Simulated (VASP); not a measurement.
# Ga2GeSe3 (P-4m2) in VASP: further runs

The runs below take Ga2GeSe3 through relaxation of cell and atoms, single point, with PBE.

Everything below comes from runs of VASP 6.6.1. Logs are shortened: lines on timing, memory, paths and dates and some standing lists are left out, and cuts for length are marked.

## Step 1: The cell of the first run

Symmetry: P-4m2, No. 115, tetragonal system. The conventional cell has a = 3.898 Å, b = 3.898 Å, c = 8.470 Å, α = 90.00°, β = 90.00°, γ = 90.00°. Within 3.9 Å of Ga (site symmetry 2mm) lie 7 Se at 2.92 to 3.07 Å and 2 Ge at 2.96 Å and 4 Ga at 3.90 Å. Within 3.9 Å of Ge (site symmetry -4m2) lie 8 Se at 2.76 to 3.73 Å and 4 Ga at 2.96 Å and 4 Ge at 3.90 Å. Se (site symmetry 2mm) has 5 Ga at 2.92 to 3.07 Å and 10 Se at 3.48 to 3.90 Å and 2 Ge at 3.73 Å within 3.9 Å. Se (site symmetry -4m2) has 4 Ge at 2.76 Å and 4 Ga at 2.96 Å and 8 Se at 3.73 to 3.90 Å within 3.9 Å.

The cell was built from a structure type or drawn by symmetry, and may not be a known phase.

## Step 2: Relaxation of cell and atoms, PBE

INCAR

```
PREC = Accurate
ENCUT = 600
EDIFF = 1E-6
ISMEAR = 0
SIGMA = 0.1
LREAL = False
LASPH = True
NELM = 100
ALGO = Normal
ISIF = 3
LWAVE = False
LCHARG = False
GGA = PE
IBRION = 2
NSW = 90
EDIFFG = -0.04
```

KPOINTS

```
regular mesh
0
Gamma
  4 4 2
```

POSCAR

```
Ga2GeSe3
1.0
    3.8980385900      0.0000000000      0.0000000000
    0.0000000000      3.8980385900      0.0000000000
    0.0000000000      0.0000000000      8.4696726200
Ga Ge Se
2 1 3
Direct
    0.5000000000      0.0000000000      0.2626059900
    0.0000000000      0.5000000000      0.7373940100
    0.0000000000      0.0000000000      0.0000000000
    0.5000000000      0.0000000000      0.6250519800
    0.0000000000      0.5000000000      0.3749480200
    0.5000000000      0.5000000000      0.0000000000
```

Potentials or basis: VASP PAW PBE potentials, release 64 (Ga_d, Ge_d, Se).

Started as:

```bash
cat potpaw_PBE.64/Ga_d/POTCAR potpaw_PBE.64/Ge_d/POTCAR potpaw_PBE.64/Se/POTCAR > POTCAR
mpirun -np 1 vasp_std > vasp.out
```

OUTCAR:

```text
PREC = Accurate
   ENCUT = 600
   EDIFF = 1E-6
   ISMEAR = 0
   LREAL = False
   LASPH = True
   NELM = 100
   ISIF = 3
   GGA = PE
   IBRION = 2
   NSW = 90
   EDIFFG = -0.04

 ion  position               nearest neighbor table
   1  0.500  0.000  0.263-
   2  0.000  0.500  0.737-
   3  0.000  0.000  0.000-   6 2.76   6 2.76   6 2.76   6 2.76
   4  0.500  0.000  0.625-
   5  0.000  0.500  0.375-
   6  0.500  0.500  0.000-   3 2.76   3 2.76   3 2.76   3 2.76

  LATTYP: Found a simple tetragonal cell.
 ALAT       =     3.8980385900
 C/A-ratio  =     2.1728036869

  Lattice vectors:

 A1 = (   3.8980385900,   0.0000000000,   0.0000000000)
 A2 = (   0.0000000000,   3.8980385900,   0.0000000000)
 A3 = (   0.0000000000,   0.0000000000,   8.4696726200)

Analysis of symmetry for initial positions (statically):
=====================================================================
 Subroutine PRICEL returns:
 Original cell was already a primitive cell.

 Routine SETGRP: Setting up the symmetry group for a
 simple tetragonal supercell.

 Subroutine GETGRP returns: Found  8 space group operations
 (whereof  8 operations were pure point group operations)
 out of a pool of 16 trial point group operations.

The static configuration has the point symmetry D_2d.

Analysis of symmetry for dynamics (positions and initial velocities):
=====================================================================
 Subroutine PRICEL returns:
 Original cell was already a primitive cell.

 Routine SETGRP: Setting up the symmetry group for a
 simple tetragonal supercell.

 Subroutine GETGRP returns: Found  8 space group operations
 (whereof  8 operations were pure point group operations)
 out of a pool of 16 trial point group operations.

The dynamic configuration has the point symmetry D_2d.

 Subroutine INISYM returns: Found  8 space group operations
 (whereof  8 operations are pure point group operations),
 and found     1 'primitive' translations

----------------------------------------------------------------------------------------

                                     Primitive cell

  volume of cell :     128.6942

  direct lattice vectors                    reciprocal lattice vectors
     3.898038590  0.000000000  0.000000000     0.256539277  0.000000000  0.000000000
     0.000000000  3.898038590  0.000000000     0.000000000  0.256539277  0.000000000
     0.000000000  0.000000000  8.469672620     0.000000000  0.000000000  0.118068318

  length of vectors
[... 71 lines left out ...]
   ISPIN  =      1    spin polarized calculation?
   LNONCOLLINEAR =      F non collinear calculations
   LSORBIT =      F    spin-orbit coupling
   LASPH  =      T    aspherical Exc in radial PAW
   ENCUT  =  600.0 eV  44.10 Ry    6.64 a.u.   7.79  7.79 16.92*2*pi/ulx,y,z
   NELM   =    100;   NELMIN=  2; NELMDL= -5     # of ELM steps
   EDIFF  = 0.1E-05   stopping-criterion for ELM
   LREAL  =      F    real-space projection
   EDIFFG = -.4E-01   stopping-criterion for IOM
   NSW    =     90    number of steps for IOM
   IBRION =      2    ionic relax: 0-MD 1-quasi-New 2-CG
   NFREE  =      1    steps in history (QN), initial steepest desc. (CG)
   ISIF   =      3    stress and relaxation
   ISYM   =      2    0-nonsym 1-usesym 2-fastsym
   POTIM  = 0.5000    time-step for ionic-motion
   TEBEG  =    0.0;   TEEND  =   0.0 temperature during run
   PSTRESS=    0.0 pullay stress
   NELECT =      58.0000    total number of electrons
   NUPDOWN=      -1.0000    fix difference up-down
   EMIN   =  10.00;   EMAX   =-10.00  energy-range for DOS
   EFERMI =   0.00;   METHOD = LEGACY
   ISMEAR =     0;   SIGMA  =   0.10  broadening in eV -4-tet -1-fermi 0-gaus
   EFERMI_NEDOS =   21; number of points for ismear=-14 and -15
   IALGO  =     38    algorithm
   IMIX   =      4    mixing-type and parameters
     AMIX     =   0.40;   BMIX     =  1.00
     AMIX_MAG =   1.60;   BMIX_MAG =  1.00
  volume/ion in A,a.u.               =      21.45       144.75
  Fermi-wavevector in a.u.,A,eV,Ry     =   1.255156  2.371902 21.434860  1.575418
  Thomas-Fermi vector in A             =   2.388927
   LORBIT       =      0    0 simple, 1 ext, 2 COOP (PROOUT), +10 PAW based schemes
   GGA     = PE    functional components
   LHFCALC =     F    Hartree Fock is set to
   AEXX    =    0.0000 exact exchange contribution
   IVDW    =     0    specifies the selected vdW correction
   LEPSILON=     F    determine dielectric tensor
   LRPA    =     F    only Hartree local field effects (RPA)
 conjugate gradient relaxation of ions
 non-spin polarized calculation
 Gauss-broadening in eV      SIGMA  =   0.10
  energy-cutoff  :      600.00
  volume of cell :      128.69
 maximum number of plane-waves:      4320
 NGX is ok and might be reduce to    32
   NGX = 15   NGY = 15   NGZ = 33

--------------------------------------- Ionic step        1  -------------------------------------------

 number of electron      58.0000013 magnetization

 Free energy of the ion-electron system (eV)
  ---------------------------------------------------
  ext. energy  EPLUGINS =         0.00000000
  ---------------------------------------------------
  free energy    TOTEN  =       -20.44541195 eV

  energy without entropy =      -20.42117278  energy(sigma->0) =      -20.43329237

------------------------ aborting loop because EDIFF is reached ----------------------------------------

  FORCE on cell =-STRESS in cart. coord.  units (eV):
  Direction    XX          YY          ZZ          XY          YZ          ZX
  --------------------------------------------------------------------------------------
  -------------------------------------------------------------------------------------
  Total       -2.0912450     -2.0912450      2.5745690      0.0000000      0.0000000      0.0000000
  in kB      -26.0349410    -26.0349410     32.0520808      0.0000000      0.0000000      0.0000000
  external PRESSURE =      -6.6726004 kB  Pullay stress =       0.0000000 kB
[... 1006 lines left out ...]
     33       7.5927      0.00000
     34       9.5949      0.00000

[... ionic steps 4 to 30 ...]

--------------------------------------- Ionic step       31  -------------------------------------------

 number of electron      58.0000029 magnetization

------------------------ aborting loop because EDIFF is reached ----------------------------------------
[... 75 lines left out ...]
--------------------------------------- Ionic step       33  -------------------------------------------

 number of electron      58.0000010 magnetization

 Free energy of the ion-electron system (eV)
  ---------------------------------------------------
  ext. energy  EPLUGINS =         0.00000000
  ---------------------------------------------------
  free energy    TOTEN  =       -21.94652387 eV

  energy without entropy =      -21.93794175  energy(sigma->0) =      -21.94223281

 E-fermi :   3.7438     XC(G=0):  -9.3697

 val. band max:        3.7213491830   @ k =   0.5000   0.0000   0.5000
 cond. band min:       3.8102024864   @ k =   0.5000   0.2500   0.0000
 fundamental gap:      0.0888533033
 Fermi energy:         3.7437640779
[... 475 lines left out ...]
  FREE ENERGIE OF THE ION-ELECTRON SYSTEM (eV)
  ---------------------------------------------------
  free  energy   TOTEN  =       -21.9465238699 eV

  energy  without entropy=      -21.9379417501  energy(sigma->0) =      -21.94223281

 reached required accuracy - stopping structural energy minimisation
```

OSZICAR:

```text
N       E                     dE             d eps       ncg     rms          rms(c)
DAV:   1     0.536325691964E+03    0.53633E+03   -0.29775E+04   922   0.325E+03
DAV:   2     0.784316170014E+02   -0.45789E+03   -0.44949E+03   840   0.761E+02
DAV:   3    -0.147118276198E+02   -0.93143E+02   -0.91456E+02   988   0.207E+02
DAV:   4    -0.206696504463E+02   -0.59578E+01   -0.58818E+01   932   0.542E+01
[... 321 lines left out ...]
DAV:   2    -0.219474668859E+02   -0.22022E-02   -0.42751E-02  1152   0.137E+00    0.183E-01
DAV:   3    -0.219466267397E+02    0.84015E-03   -0.15115E-03  1046   0.264E-01    0.781E-02
DAV:   4    -0.219465188305E+02    0.10791E-03   -0.48068E-04  1122   0.134E-01    0.141E-02
DAV:   5    -0.219465231480E+02   -0.43175E-05   -0.56885E-05   888   0.546E-02    0.531E-03
DAV:   6    -0.219465238699E+02   -0.72191E-06   -0.33508E-06   866   0.126E-02
  33 F= -.21946524E+02 E0= -.21942233E+02  d E =-.397672E-02
```

It took 34 min on 1 thread of Intel Xeon 8259CL, shared host; peak memory 0.3 GiB.

What came out:

| Quantity | Value |
| --- | --- |
| Free energy | -21.9465 eV |
| Relaxed volume | 24.83 Å³/atom |
| Relaxed cell | a = 3.804 Å, b = 3.804 Å, c = 10.297 Å, α = 90.00°, β = 90.00°, γ = 90.00° |
| Space group after relaxing (to 0.1 Å) | P-4m2 (No. 115) |
| Energy gained by relaxing | 250.2 meV/atom |
| Ionic steps | 33 |
| Pressure after relaxing | -0.1 GPa |
| Largest force after relaxing | 0.020 eV/Å |
| Band gap on the k mesh | zero (bands 29 and 30 overlap by 2.06 eV) |

Forces on the atoms (eV/Å):
```
Ga   0.000  0.000 -0.013
Ga   0.000  0.000  0.013
Ge   0.000  0.000  0.000
Se   0.000  0.000 -0.020
Se   0.000  0.000  0.020
Se   0.000  0.000  0.000
```

Step by step:
```csv
step,energy change (eV),largest force (eV/Å),pressure (GPa),volume (Å³)
1,0.0000,1.3435,-0.67,128.69
2,-0.3097,1.1603,-0.12,126.98
3,-0.6934,0.2938,5.37,121.24
4,-0.7164,0.5266,3.47,122.61
5,-0.8809,0.3881,-0.49,133.21
6,-0.8861,0.4027,-1.20,135.80
7,-0.9531,0.3273,-0.40,136.22
8,-0.9819,0.2245,0.47,136.53
9,-0.9839,0.1915,0.81,136.63
10,-1.0135,0.1820,-0.07,140.03
11,-1.0276,0.2320,-0.76,143.16
12,-1.0756,0.4815,-1.70,149.56
13,-1.1239,0.4546,-3.91,162.91
14,-1.1357,0.5563,-2.73,155.69
15,-1.1424,0.5054,-3.45,160.02
16,-1.1443,0.5333,-3.13,158.00
17,-1.1510,0.5227,-3.18,158.47
18,-1.1669,0.4882,-3.38,159.88
19,-1.1754,0.5524,-3.74,162.72
20,-1.2025,0.5708,-3.60,162.03
21,-1.2739,0.6203,-3.10,159.96
22,-1.3654,0.6960,-1.80,155.88
23,-1.2798,0.7088,1.67,147.89
24,-1.3816,0.7207,-0.92,153.74
25,-1.4061,0.6581,-0.83,152.95
26,-1.4636,0.4369,-0.36,150.57
27,-1.4837,0.2495,0.90,145.82
28,-1.4934,0.1292,0.34,147.68
29,-1.4936,0.1403,0.38,147.48
30,-1.4961,0.1219,0.13,148.12
31,-1.4971,0.0990,-0.18,148.94
32,-1.4990,0.0712,-0.17,148.95
33,-1.5011,0.0198,-0.10,148.98
```

Final structure:
```cif
data_structure
_symmetry_space_group_name_H-M 'P 1'
_symmetry_Int_Tables_number 1
_cell_length_a 3.8039
_cell_length_b 3.8039
_cell_length_c 10.2965
_cell_angle_alpha 90.000
_cell_angle_beta 90.000
_cell_angle_gamma 90.000
_cell_volume 148.98
loop_
_atom_site_label
_atom_site_type_symbol
_atom_site_fract_x
_atom_site_fract_y
_atom_site_fract_z
_atom_site_occupancy
Ga1 Ga 0.50000 0.00000 0.39124 1
Ga2 Ga 0.00000 0.50000 0.60876 1
Ge1 Ge 0.00000 0.00000 0.00000 1
Se1 Se 0.50000 0.00000 0.64898 1
Se2 Se 0.00000 0.50000 0.35102 1
Se3 Se 0.50000 0.50000 0.00000 1
```

Caveat: the k points lie up to 0.41 Å⁻¹ apart in the final cell, too coarse for converged energies and pressures of a metal; the volume moved by over 15 % at a fixed basis, so the end points are rough.

## Step 3: Single point, PBE

This run uses another cell than the first one, of 25.38 Å³/atom.

INCAR

```
PREC = Accurate
ENCUT = 520
EDIFF = 1E-6
ISMEAR = 0
SIGMA = 0.1
LREAL = F
LASPH = T
NELM = 80
ALGO = Normal
ISIF = 2
LWAVE = F
LCHARG = T
GGA = PE
LELF = T
LVHAR = T
NBANDS = 38
```

KPOINTS

```
Automatic mesh
0
Gamma
  10 10 4
```

POSCAR

```
Ga2GeSe3
1.0
    3.8271967889      0.0000000000      0.0000000000
    0.0000000000      3.8271967889      0.0000000000
    0.0000000000      0.0000000000     10.3946510128
Ga Ge Se
2 1 3
Direct
    0.5000000000      0.0000000000      0.3902136935
    0.0000000000      0.5000000000      0.6097863065
    0.0000000000      0.0000000000      0.0000000000
    0.5000000000      0.0000000000      0.6458015008
    0.0000000000      0.5000000000      0.3541984992
    0.5000000000      0.5000000000      0.0000000000
```

Potentials or basis: VASP PAW PBE potentials, release 64 (Ga_d, Ge_d, Se).

Started as:

```bash
cat potpaw_PBE.64/Ga_d/POTCAR potpaw_PBE.64/Ge_d/POTCAR potpaw_PBE.64/Se/POTCAR > POTCAR
mpirun -np 1 vasp_std > vasp.out
```

It took 7.3 min on 1 thread of Intel Xeon 8259CL, shared host; peak memory 0.46 GiB.

The run converged. Its results:

| Item | Value |
| --- | --- |
| Free energy | -21.8541 eV |
| Pressure | 0.1 GPa |
| Largest force | 0.009 eV/Å |
| Band gap on the k mesh | zero (bands 29 and 30 overlap by 2.21 eV) |

Forces on the atoms (eV/Å):
```
Ga   0.000  0.000 -0.003
Ga   0.000  0.000  0.003
Ge   0.000  0.000  0.000
Se   0.000  0.000  0.009
Se   0.000  0.000 -0.009
Se   0.000  0.000  0.000
```

Levels at points of the mesh, in eV from the Fermi level:
| k point | band 25 | band 26 | band 27 | band 28 | band 29 | band 30 | band 31 | band 32 | band 33 | band 34 |
| --- | --- | --- | --- | --- | --- | --- | --- | --- | --- | --- |
| (0.00, 0.00, 0.00) | -2.82 | -2.82 | -2.19 | -2.19 | -2.00 | -1.14 | 2.43 | 3.94 | 4.02 | 4.65 |
| (0.50, 0.00, 0.00) | -1.60 | -1.60 | -1.27 | -0.35 | 0.68 | 1.18 | 1.37 | 1.66 | 1.70 | 2.54 |
| (0.50, 0.50, 0.00) | -5.13 | -4.40 | -4.38 | -1.69 | -1.69 | -1.26 | 0.89 | 3.52 | 3.52 | 3.76 |
| (0.00, 0.00, 0.50) | -2.86 | -2.86 | -2.16 | -2.16 | -1.53 | -1.53 | 2.49 | 3.13 | 4.03 | 4.28 |
| (0.50, 0.00, 0.50) | -1.60 | -1.55 | -1.28 | 0.12 | 0.68 | 1.13 | 1.36 | 1.63 | 1.64 | 2.21 |
| (0.50, 0.50, 0.50) | -5.01 | -4.37 | -4.35 | -1.76 | -1.76 | -1.32 | 0.76 | 4.07 | 4.12 | 4.12 |
